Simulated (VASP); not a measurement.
# TiC3 (Fm-3m) in VASP: a series of runs, part 2 of 2

VASP 6.6.1. Earlier steps stand in the parts before.

### 3 Relaxation of cell and atoms, PBE

Contents of INCAR:

```
SYSTEM = TiC3
  PREC = Accurate
  ENCUT = 600
  EDIFF = 1E-6
  ISMEAR = 0
  SIGMA = 0.1
  LREAL = .FALSE.
  LASPH = .TRUE.
  NELM = 80
  ALGO = Normal
  ISIF = 3
  LWAVE = .FALSE.
  LCHARG = .FALSE.
  GGA = PE
  IBRION = 2
  NSW = 100
  EDIFFG = -0.01
```

Contents of KPOINTS:

```
Automatic mesh
0
G
  16 16 16
  0 0 0
```

Contents of POSCAR:

```
TiC3
1.0
    0.0000000000      2.6102454781      2.6102454781
    2.6102454781      0.0000000000      2.6102454781
    2.6102454781      2.6102454781      0.0000000000
Ti C
1 3
Direct
    0.0000000000      0.0000000000      0.0000000000
    0.5000000000      0.5000000000      0.5000000000
    0.2500000000      0.2500000000      0.2500000000
    0.7500000000      0.7500000000      0.7500000000
```

Potentials or basis: VASP PAW PBE potentials, release 64 (Ti_sv, C).

The run is started by

```console
> cat potpaw_PBE.64/Ti_sv/POTCAR potpaw_PBE.64/C/POTCAR > POTCAR
> mpirun -np 1 vasp_std > vasp.out
```

OUTCAR:

```text
SYSTEM = TiC3
   PREC = Accurate
   ENCUT = 600
   EDIFF = 1E-6
   ISMEAR = 0
   LREAL = .FALSE.
   LASPH = .TRUE.
   NELM = 80
   ISIF = 3
   GGA = PE
   IBRION = 2
   NSW = 100
   EDIFFG = -0.01

 ion  position               nearest neighbor table
   1  0.000  0.000  0.000-   4 2.26   4 2.26   4 2.26   3 2.26   4 2.26   3 2.26   3 2.26   3 2.26

   2  0.500  0.500  0.500-
   3  0.250  0.250  0.250-   1 2.26   1 2.26   1 2.26   1 2.26
   4  0.750  0.750  0.750-   1 2.26   1 2.26   1 2.26   1 2.26

  LATTYP: Found a face centered cubic cell.
 ALAT       =     5.2204909562

  Lattice vectors:

 A1 = (   0.0000000000,   2.6102454781,   2.6102454781)
 A2 = (   2.6102454781,   0.0000000000,   2.6102454781)
 A3 = (   2.6102454781,   2.6102454781,   0.0000000000)

Analysis of symmetry for initial positions (statically):
=====================================================================
 Subroutine PRICEL returns:
 Original cell was already a primitive cell.
[... 170 lines left out ...]
  ext. energy  EPLUGINS =         0.00000000
  ---------------------------------------------------
  free energy    TOTEN  =       -26.10309297 eV

  energy without entropy =      -26.09564768  energy(sigma->0) =      -26.09937032

 E-fermi :   8.5877     XC(G=0): -12.6204

 val. band max:        8.5795982262   @ k =   0.4375   0.3750   0.0625
 cond. band min:       8.5948266213   @ k =   0.3750   0.3750   0.0000
 fundamental gap:      0.0152283951
 Fermi energy:         8.5876937195

 k-point     1 :       0.0000    0.0000    0.0000
  band No.  band energies     occupation
      1     -48.3382      2.00000
      2     -24.5861      2.00000
      3     -24.5861      2.00000
      4     -24.5861      2.00000
      5      -6.9571      2.00000
      6       2.2861      2.00000
[... 433 lines left out ...]
      3     -24.5890      2.00000
      4     -24.5868      2.00000
      5      -6.8034      2.00000
      6       1.6024      2.00000
[... 8 lines left out ...]
     15       9.8718      0.00000
     16      11.0521      0.00000

 [... further k-points ...]
[... 5 lines left out ...]
  --------------------------------------------------------------------------------------
  -------------------------------------------------------------------------------------
  Total       -0.0101455     -0.0101455     -0.0101455     -0.0000000     -0.0000000      0.0000000
  in kB       -0.4569917     -0.4569917     -0.4569917     -0.0000000     -0.0000000      0.0000000
  external PRESSURE =      -0.4569917 kB  Pullay stress =       0.0000000 kB

 VOLUME and BASIS-vectors are now :
 -----------------------------------------------------------------------------
  energy-cutoff  :      600.00
  volume of cell :       35.57
      direct lattice vectors                 reciprocal lattice vectors
     0.000000000  2.610245478  2.610245478    -0.191552865  0.191552865  0.191552865
     2.610245478  0.000000000  2.610245478     0.191552865 -0.191552865  0.191552865
     2.610245478  2.610245478  0.000000000     0.191552865  0.191552865 -0.191552865

 POSITION                                       TOTAL-FORCE (eV/Angst)
 -----------------------------------------------------------------------------------
      0.00000      0.00000      0.00000         0.000000     -0.000000     -0.000000
      2.61025      2.61025      2.61025         0.000000     -0.000000     -0.000000
      1.30512      1.30512      1.30512         0.000000     -0.000000      0.000000
      3.91537      3.91537      3.91537        -0.000000      0.000000     -0.000000
 -----------------------------------------------------------------------------------
    total drift:                                0.000000     -0.000000     -0.000000

  FREE ENERGIE OF THE ION-ELECTRON SYSTEM (eV)
  ---------------------------------------------------
  free  energy   TOTEN  =       -26.1030929690 eV

  energy  without entropy=      -26.0956476790  energy(sigma->0) =      -26.09937032

 reached required accuracy - stopping structural energy minimisation
```

OSZICAR:

```text
N       E                     dE             d eps       ncg     rms          rms(c)
DAV:   1     0.200516886989E+03    0.20052E+03   -0.13612E+04  4640   0.184E+03
DAV:   2    -0.872622934469E+01   -0.20924E+03   -0.20720E+03  4824   0.448E+02
DAV:   3    -0.301431025688E+02   -0.21417E+02   -0.21100E+02  8008   0.110E+02
DAV:   4    -0.306023983342E+02   -0.45930E+00   -0.45733E+00  5064   0.184E+01
DAV:   5    -0.306184176028E+02   -0.16019E-01   -0.16014E-01  7480   0.299E+00    0.155E+01
DAV:   6    -0.270439489019E+02    0.35745E+01   -0.55837E+01  7448   0.581E+01    0.906E+00
DAV:   7    -0.262438351294E+02    0.80011E+00   -0.19321E+01  7272   0.326E+01    0.482E+00
DAV:   8    -0.261075133642E+02    0.13632E+00   -0.82083E-01  6368   0.730E+00    0.276E+00
DAV:   9    -0.262005859733E+02   -0.93073E-01   -0.15753E+00  7240   0.837E+00    0.256E+00
DAV:  10    -0.261081990414E+02    0.92387E-01   -0.12621E+00  7280   0.827E+00    0.507E-01
DAV:  11    -0.261031260491E+02    0.50730E-02   -0.44942E-02  6352   0.171E+00    0.103E-01
DAV:  12    -0.261039699696E+02   -0.84392E-03   -0.48023E-03  6632   0.571E-01    0.216E-01
DAV:  13    -0.261031106200E+02    0.85935E-03   -0.90051E-03  7224   0.668E-01    0.391E-02
DAV:  14    -0.261030929718E+02    0.17648E-04   -0.22651E-04  5864   0.126E-01    0.108E-02
DAV:  15    -0.261030929690E+02    0.28213E-08   -0.75605E-06  5944   0.265E-02
   1 F= -.26103093E+02 E0= -.26099370E+02  d E =-.261031E+02
```

CONTCAR:

```text
TiC3
   1.00000000000000
     0.0000000000000000    2.6102454781000000    2.6102454781000000
     2.6102454781000000    0.0000000000000000    2.6102454781000000
     2.6102454781000000    2.6102454781000000    0.0000000000000000
  Ti              C
     1     3
Direct
     0.0000000000000000    0.0000000000000000    0.0000000000000000
     0.5000000000000000    0.5000000000000000    0.5000000000000000
     0.2500000000000000    0.2500000000000000    0.2500000000000000
     0.7500000000000000    0.7500000000000000    0.7500000000000000

  0.00000000E+00  0.00000000E+00  0.00000000E+00
  0.00000000E+00  0.00000000E+00  0.00000000E+00
  0.00000000E+00  0.00000000E+00  0.00000000E+00
  0.00000000E+00  0.00000000E+00  0.00000000E+00
```

Run time: 59 s. Hardware: 1 thread of Intel Xeon 6975P-C (Granite Rapids), shared host; peak memory 0.24 GiB.

What came out:

| Item | Value |
| --- | --- |
| Free energy | -26.1031 eV |
| Pressure after relaxing | 0.0 GPa |
| Band gap on the k mesh | zero (band 12 reaches 9.08 eV, above the bottom of band 13 at 6.49 eV) |

Final structure:
```yaml
crystal:
  lattice:
    - [0.00000, 2.61025, 2.61025]
    - [2.61025, 0.00000, 2.61025]
    - [2.61025, 2.61025, 0.00000]
  atoms:
    - { symbol: Ti, position: [0.00000, 0.00000, 0.00000] }
    - { symbol: C, position: [0.50000, 0.50000, 0.50000] }
    - { symbol: C, position: [0.25000, 0.25000, 0.25000] }
    - { symbol: C, position: [0.75000, 0.75000, 0.75000] }
```

Caveat: the relaxation stopped at its first step, so nothing moved.
